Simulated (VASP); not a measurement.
# CoSi (P2_13) in VASP: electric field gradients with r2SCAN

Aim: the electric field gradients of CoSi with r2SCAN.

Everything below comes from runs of VASP 6.6.1. Logs are shortened: lines on timing, memory, paths and dates and some standing lists are left out, and cuts for length are marked.

### 1 The cell of the first run

It takes space group P2_13 (No. 198, cubic). Conventional cell: a = 4.438 Å, b = 4.438 Å, c = 4.438 Å, α = 90.00°, β = 90.00°, γ = 90.00°. Co (site symmetry 3) has 7 Si at 2.32 to 2.44 Å and 6 Co at 2.73 Å within 3.1 Å. Within 3.1 Å of Si (site symmetry 3) lie 7 Co at 2.32 to 2.44 Å and 6 Si at 2.75 Å.

### 2 Electric field gradients, r2SCAN, collinear spin, ferromagnetic start

File POSCAR:

```
CoSi
1.0
    4.4380000000      0.0000000000      0.0000000000
    0.0000000000      4.4380000000      0.0000000000
    0.0000000000      0.0000000000      4.4380000000
Co Si
4 4
Direct
    0.1448101996      0.1448101996      0.1448101996
    0.3551898004      0.8551898004      0.6448101996
    0.6448101996      0.3551898004      0.8551898004
    0.8551898004      0.6448101996      0.3551898004
    0.8429290375      0.8429290375      0.8429290375
    0.6570709625      0.1570709625      0.3429290375
    0.3429290375      0.6570709625      0.1570709625
    0.1570709625      0.3429290375      0.6570709625
```

File INCAR.step1:

```
SYSTEM = CoSi
PREC     = Accurate       ! precision mode
ENCUT    = 520            ! plane-wave cutoff, eV
ISMEAR   = -1             ! smearing method
SIGMA    = 0.05           ! smearing width, eV
LREAL    = .False.        ! projectors in reciprocal space
LASPH    = .True.         ! aspherical terms in the spheres
NELM     = 150            ! most SCF steps
ISPIN    = 2              ! spin polarisation
MAGMOM   = 2 2 2 2 0 0 0 0 ! initial moments
LMAXMIX  = 4              ! l up to which the mixer works
NBANDS   = 40             ! bands
GGA      = PE             ! functional
ALGO     = Normal         ! electronic algorithm
EDIFF    = 1E-4           ! SCF threshold, eV
LWAVE    = .True.         ! write WAVECAR
LCHARG   = .False.        ! write CHGCAR
```

File INCAR.step2:

```
SYSTEM = CoSi
PREC     = Accurate       ! precision mode
ENCUT    = 520            ! plane-wave cutoff, eV
EDIFF    = 1E-8           ! SCF threshold, eV
ISMEAR   = -1             ! smearing method
SIGMA    = 0.05           ! smearing width, eV
LREAL    = .False.        ! projectors in reciprocal space
LASPH    = .True.         ! aspherical terms in the spheres
NELM     = 150            ! most SCF steps
ALGO     = Normal         ! electronic algorithm
ISIF     = 2              ! what is computed and relaxed
LWAVE    = .False.        ! write WAVECAR
LCHARG   = .False.        ! write CHGCAR
ISPIN    = 2              ! spin polarisation
MAGMOM   = 2 2 2 2 0 0 0 0 ! initial moments
LORBIT   = 11             ! projections on sites
LMAXMIX  = 4              ! l up to which the mixer works
METAGGA  = R2SCAN         ! meta-GGA
LMIXTAU  = .True.       
LEFG     = .True.       
NBANDS   = 40             ! bands
ISTART   = 1
```

File KPOINTS:

```
Automatic mesh
0
Gamma
  8 8 8
  0 0 0
```

Potentials or basis: VASP PAW PBE potentials, release 64 (Co, Si).

The run is started by

```
> cat potpaw_PBE.64/Co/POTCAR potpaw_PBE.64/Si/POTCAR > POTCAR
> cp INCAR.step1 INCAR
> mpirun -np 1 vasp_std > vasp.out
> cp INCAR.step2 INCAR
> mpirun -np 1 vasp_std > vasp.out
```

OUTCAR:

```text
SYSTEM = CoSi
   PREC = Accurate
   ENCUT = 520
   EDIFF = 1E-8
   ISMEAR = -1
   LREAL = .False.
   LASPH = .True.
   NELM = 150
   ISIF = 2
   ISPIN = 2
   LORBIT = 11
   METAGGA = R2SCAN
   ISTART = 1

 ion  position               nearest neighbor table
   1  0.145  0.145  0.145-   5 2.32   6 2.34   7 2.34   8 2.34   7 2.44   8 2.44   6 2.44   3 2.73
                             4 2.73   2 2.73   2 2.73   4 2.73   3 2.73
   2  0.355  0.855  0.645-   6 2.32   5 2.34   7 2.34   8 2.34   7 2.44   8 2.44   5 2.44   1 2.73
                             1 2.73   3 2.73   3 2.73   4 2.73   4 2.73
   3  0.645  0.355  0.855-   7 2.32   6 2.34   5 2.34   8 2.34   8 2.44   6 2.44   5 2.44   1 2.73
                             4 2.73   2 2.73   2 2.73   4 2.73   1 2.73
   4  0.855  0.645  0.355-   8 2.32   6 2.34   7 2.34   5 2.34   6 2.44   5 2.44   7 2.44   1 2.73
                             3 2.73   2 2.73   1 2.73   2 2.73   3 2.73
   5  0.843  0.843  0.843-   1 2.32   2 2.34   3 2.34   4 2.34   3 2.44   4 2.44   2 2.44   6 2.75
                             7 2.75   8 2.75   6 2.75   8 2.75   7 2.75
   6  0.657  0.157  0.343-   2 2.32   1 2.34   3 2.34   4 2.34   3 2.44   4 2.44   1 2.44   8 2.75
                             5 2.75   5 2.75   7 2.75   7 2.75   8 2.75
   7  0.343  0.657  0.157-   3 2.32   2 2.34   1 2.34   4 2.34   4 2.44   2 2.44   1 2.44   8 2.75
                             5 2.75   8 2.75   6 2.75   6 2.75   5 2.75
   8  0.157  0.343  0.657-   4 2.32   2 2.34   3 2.34   1 2.34   2 2.44   1 2.44   3 2.44   7 2.75
                             5 2.75   7 2.75   5 2.75   6 2.75   6 2.75

  LATTYP: Found a simple cubic cell.
 ALAT       =     4.4380000000

  Lattice vectors:

 A1 = (   4.4380000000,   0.0000000000,   0.0000000000)
 A2 = (   0.0000000000,   4.4380000000,   0.0000000000)
 A3 = (   0.0000000000,   0.0000000000,   4.4380000000)

Analysis of symmetry for initial positions (statically):
=====================================================================
 Subroutine PRICEL returns:
 Original cell was already a primitive cell.

 Routine SETGRP: Setting up the symmetry group for a
 simple cubic supercell.

 Subroutine GETGRP returns: Found 12 space group operations
 (whereof  3 operations were pure point group operations)
 out of a pool of 48 trial point group operations.

The static configuration has the point symmetry C_3 .
 The point group associated with its full space group is T   .

Analysis of symmetry for dynamics (positions and initial velocities):
=====================================================================
 Subroutine PRICEL returns:
 Original cell was already a primitive cell.

 Routine SETGRP: Setting up the symmetry group for a
 simple cubic supercell.

 Subroutine GETGRP returns: Found 12 space group operations
 (whereof  3 operations were pure point group operations)
 out of a pool of 48 trial point group operations.

The dynamic configuration has the point symmetry C_3 .
 The point group associated with its full space group is T   .

Analysis of structural, dynamic, and magnetic symmetry:
=====================================================================
 Subroutine PRICEL returns:
 Original cell was already a primitive cell.

 Routine SETGRP: Setting up the symmetry group for a
 simple cubic supercell.

 Subroutine GETGRP returns: Found 12 space group operations
 (whereof  3 operations were pure point group operations)
 out of a pool of 48 trial point group operations.

The overall configuration has the point symmetry C_3 .
 The point group associated with its full space group is T   .

 Subroutine INISYM returns: Found 12 space group operations
 (whereof  3 operations are pure point group operations),
 and found     1 'primitive' translations

----------------------------------------------------------------------------------------

                                     Primitive cell

  volume of cell :      87.4102

  direct lattice vectors                    reciprocal lattice vectors
     4.438000000  0.000000000  0.000000000     0.225326724  0.000000000  0.000000000
     0.000000000  4.438000000  0.000000000     0.000000000  0.225326724  0.000000000
     0.000000000  0.000000000  4.438000000     0.000000000  0.000000000  0.225326724

  length of vectors
     4.438000000  4.438000000  4.438000000     0.225326724  0.225326724  0.225326724

  position of ions in fractional coordinates (direct lattice)
     0.144810200  0.144810200  0.144810200
     0.355189800  0.855189800  0.644810200
     0.644810200  0.355189800  0.855189800
     0.855189800  0.644810200  0.355189800
     0.842929037  0.842929037  0.842929037
     0.657070963  0.157070963  0.342929037
[... 130 lines left out ...]
  ---------------------------------------------------
  free energy    TOTEN  =       -91.88380763 eV

  energy without entropy =      -91.87101172  energy(sigma->0) =      -91.87740967

 E-fermi :  11.9902     XC(G=0): -13.8763

 val. band max:       11.9683606492   @ k =   0.5000   0.5000   0.3750
 cond. band min:      12.1084435352   @ k =   0.3750   0.3750   0.3750
 fundamental gap:      0.1400828860
 Fermi energy:        11.9902483594

 spin component 1

 k-point     1 :       0.0000    0.0000    0.0000
  band No.  band energies     occupation
      1      -2.4282      1.00000
      2       3.3787      1.00000
      3       3.3787      1.00000
      4       3.3787      1.00000
      5       6.1549      1.00000
      6       6.1549      1.00000
[... 973 lines left out ...]
     37      18.1823      0.00000
     38      19.3025      0.00000

 [... further k-points ...]

 spin component 2

 k-point     1 :       0.0000    0.0000    0.0000
  band No.  band energies     occupation
      1      -2.4282      1.00000
      2       3.3787      1.00000
      3       3.3787      1.00000
      4       3.3787      1.00000
      5       6.1549      1.00000
      6       6.1549      1.00000
[... 973 lines left out ...]
     37      18.1823      0.00000
     38      19.3025      0.00000

 [... further k-points ...]

 [bands above 38 left out]

------------------------ aborting loop because EDIFF is reached ----------------------------------------

  FORCE on cell =-STRESS in cart. coord.  units (eV):
  Direction    XX          YY          ZZ          XY          YZ          ZX
  --------------------------------------------------------------------------------------
  -------------------------------------------------------------------------------------
  Total       -4.5617792     -4.5617792     -4.5617792      0.0000000      0.0000000      0.0000000
  in kB      -83.6147609    -83.6147609    -83.6147609      0.0000000      0.0000000      0.0000000
  external PRESSURE =     -83.6147609 kB  Pullay stress =       0.0000000 kB

 VOLUME and BASIS-vectors are now :
 -----------------------------------------------------------------------------
  energy-cutoff  :      520.00
  volume of cell :       87.41
      direct lattice vectors                 reciprocal lattice vectors
     4.438000000  0.000000000  0.000000000     0.225326724  0.000000000  0.000000000
     0.000000000  4.438000000  0.000000000     0.000000000  0.225326724  0.000000000
     0.000000000  0.000000000  4.438000000     0.000000000  0.000000000  0.225326724

 POSITION                                       TOTAL-FORCE (eV/Angst)
 -----------------------------------------------------------------------------------
      0.64267      0.64267      0.64267        -0.018063     -0.018063     -0.018063
      1.57633      3.79533      2.86167         0.018063      0.018063     -0.018063
      2.86167      1.57633      3.79533        -0.018063      0.018063      0.018063
      3.79533      2.86167      1.57633         0.018063     -0.018063      0.018063
      3.74092      3.74092      3.74092         0.011054      0.011054      0.011054
      2.91608      0.69708      1.52192        -0.011054     -0.011054      0.011054
      1.52192      2.91608      0.69708         0.011054     -0.011054     -0.011054
      0.69708      1.52192      2.91608        -0.011054      0.011054     -0.011054
 -----------------------------------------------------------------------------------
    total drift:                               -0.000000     -0.000000      0.000000

  FREE ENERGIE OF THE ION-ELECTRON SYSTEM (eV)
  ---------------------------------------------------
  free  energy   TOTEN  =       -91.8838076253 eV

  energy  without entropy=      -91.8710117180  energy(sigma->0) =      -91.87740967

 Electric field gradients (V/A^2)
---------------------------------------------------------------------
 ion       V_xx      V_yy      V_zz      V_xy      V_xz      V_yz
---------------------------------------------------------------------
   1      -0.000    -0.000     0.000    -1.580    -1.580    -1.580
   2      -0.000    -0.000     0.000    -1.580     1.580     1.580
   3      -0.000    -0.000     0.000     1.580     1.580    -1.580
   4      -0.000    -0.000     0.000     1.580    -1.580     1.580
   5      -0.000    -0.000     0.000   -12.404   -12.404   -12.404
   6      -0.000     0.000     0.000   -12.404    12.404    12.404
   7      -0.000     0.000     0.000    12.404    12.404   -12.404
   8      -0.000    -0.000     0.000    12.404   -12.404    12.404
---------------------------------------------------------------------

 Electric field gradients after diagonalization (V/A^2)
 (convention: |V_zz| > |V_xx| > |V_yy|)
----------------------------------------------------------------------
 ion       V_xx      V_yy      V_zz     asymmetry (V_yy - V_xx)/ V_zz
----------------------------------------------------------------------
   1       1.580     1.580    -3.160       0.000
   2       1.580     1.580    -3.160       0.000
   3       1.580     1.580    -3.160       0.000
   4       1.580     1.580    -3.160       0.000
   5      12.404    12.404   -24.808       0.000
   6      12.404    12.404   -24.808       0.000
   7      12.404    12.404   -24.808       0.000
   8      12.404    12.404   -24.808       0.000
----------------------------------------------------------------------

           NMR quadrupolar parameters

 Cq : quadrupolar parameter    Cq=e*Q*V_zz/h
 eta: asymmetry parameters     (V_yy - V_xx)/ V_zz
 Q  : nuclear electric quadrupole moment in mb (millibarn)
----------------------------------------------------------------------
 ion       Cq(MHz)       eta       Q (mb)
----------------------------------------------------------------------
   1      -0.008       0.000       1.000
   2      -0.008       0.000       1.000
   3      -0.008       0.000       1.000
   4      -0.008       0.000       1.000
   5      -0.060       0.000       1.000
   6      -0.060       0.000       1.000
   7      -0.060       0.000       1.000
   8      -0.060       0.000       1.000
----------------------------------------------------------------------

 total charge

# of ion       s       p       d       tot
------------------------------------------
    1        0.452   0.645   7.562   8.659
    2        0.452   0.645   7.562   8.659
    3        0.452   0.645   7.562   8.659
    4        0.452   0.645   7.562   8.659
    5        0.711   0.888   0.000   1.599
    6        0.711   0.888   0.000   1.599
    7        0.711   0.888   0.000   1.599
    8        0.711   0.888   0.000   1.599
--------------------------------------------------
tot          4.651   6.131  30.250  41.032

 magnetization (x)

# of ion       s       p       d       tot
------------------------------------------
    1       -0.000   0.000   0.000  -0.000
    2       -0.000   0.000   0.000  -0.000
    3       -0.000   0.000   0.000  -0.000
    4       -0.000   0.000   0.000  -0.000
    5       -0.000   0.000   0.000   0.000
    6       -0.000   0.000   0.000   0.000
    7       -0.000   0.000   0.000   0.000
    8       -0.000   0.000   0.000   0.000
--------------------------------------------------
tot         -0.000   0.000   0.000  -0.000
```

Wall time 15 min (1 thread of Intel Xeon Platinum 8559C (Emerald Rapids), shared host); peak memory 0.39 GiB.

What came out:

```yaml
Free_energy: -91.8838 eV
Pressure: -8.4 GPa
Largest_force: 0.031 eV/Å
Band_gap_on_the_k_mesh: zero (filled and empty bands overlap)
Net_moment: 0.00 μB per cell
Valence_electrons_inside_the_program's_atomic_spheres: Co 8.66; Si 1.60
```

Forces on the atoms (eV/Å):
```
Co  -0.018 -0.018 -0.018
Co   0.018  0.018 -0.018
Co  -0.018  0.018  0.018
Co   0.018 -0.018  0.018
Si   0.011  0.011  0.011
Si  -0.011 -0.011  0.011
Si   0.011 -0.011 -0.011
Si  -0.011  0.011 -0.011
```

Electric field gradients, principal values (V/Å²):
| atom | least | middle | greatest (by size) |
| --- | --- | --- | --- |
| 1 Co | 1.580 | 1.580 | -3.160 |
| 2 Co | 1.580 | 1.580 | -3.160 |
| 3 Co | 1.580 | 1.580 | -3.160 |
| 4 Co | 1.580 | 1.580 | -3.160 |
| 5 Si | 12.404 | 12.404 | -24.808 |
| 6 Si | 12.404 | 12.404 | -24.808 |
| 7 Si | 12.404 | 12.404 | -24.808 |
| 8 Si | 12.404 | 12.404 | -24.808 |

Caveat: the starting moments collapsed, and a magnetic state may lie lower; without QUAD_EFG the Cq values of the log hold for a quadrupole moment of 1 mb, not for the nuclei; the PAW data sets were made with another functional, which shifts forces and pressure a little.
